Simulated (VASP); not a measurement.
The system is NaF.

```
Na F
1.0
     3.86807    0.00000    0.00000
    -1.93403    3.34984    0.00000
     0.00000    0.00000    4.55141
Na F
2 2
Direct
  0.33333 0.66667 0.25000
  0.66667 0.33333 0.75000
  0.66667 0.33333 0.25000
  0.33333 0.66667 0.75000
```

Base run:

| Property | Result |
| --- | --- |
| Program | VASP 6.6.1 |
| Functional | r2SCAN |
| Potentials or basis | VASP PAW PBE potentials, release 64 (Na_pv, F) |
| Cutoff | 520 eV |
| k mesh | 6 × 6 × 4 |
| Occupations | gaussian, width 0.01 eV |
| Spin | no spin polarisation |

Its results: band gap on the k mesh 6.35 eV, direct; pressure -0.5 GPa.

**Question.** The run is repeated on the same cell with these changes: functional from r2SCAN to PBE; further incar settings from ALGO = Normal; EDIFF = 1e-07; NBANDS = 22 to ALGO = Normal; EDIFF = 1e-06; NBANDS = 22. What comes out?

**Answer.** Band gap on the k mesh 5.68 eV, direct; pressure 2.5 GPa.

Caveats: the PAW data sets were made with another functional, which shifts forces and pressure a little (some runs).

